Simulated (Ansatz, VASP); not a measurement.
**La4ZrO: VASP beside Ansatz**

```xyz
6
Lattice="0.0000 4.4828 4.4828 4.4828 0.0000 4.4828 4.4828 4.4828 0.0000" Properties=species:S:1:pos:R:3 pbc="T T T"
La    3.3761    3.3761    5.5896
La    3.3761    5.5896    3.3761
La    5.5896    3.3761    3.3761
La    5.5896    5.5896    5.5896
Zr    2.2414    2.2414    2.2414
O     0.0000    0.0000    0.0000
```

Change from the starting cell: species swapped into the YbCdCu4 type (F-43m, No. 216).

Alike in both runs: functional PBE; k mesh 8 × 8 × 8; occupations gaussian, width 0.1 eV; collinear spin.

Ansatz relaxed the structure, and its values are those at the end. VASP's run is a single point on that final structure, the one shown.

|  | VASP | Ansatz |
| --- | --- | --- |
| version | VASP 6.6.1 | Ansatz 0.2.0 |
| potentials or method | VASP PAW PBE potentials, release 64 (La, Zr_sv, O), cutoff 520 eV | scalar-relativistic, plane waves, PAW |
| valence electrons in the cell | 62 | 62 |

|  | VASP | Ansatz | Ansatz less VASP |
| --- | --- | --- | --- |
| gap on the k mesh at the Fermi level (eV) | none | none | - |
| pressure (GPa) | -0.2 | 0.0 | +0.19 |
| net moment per atom (μB) | 0.00 | 0.21 | +0.207 |
| size of the moment on the site where the two differ most (μB) | 0.00 | 0.63 | +0.630 |

The net moments are unlike, so the other rows may belong to different states. Site moments also hang on the region over which each program counts them. A gap of «none» marks a metal or a gap that the smearing closes.

Spin-orbit coupling is off throughout.
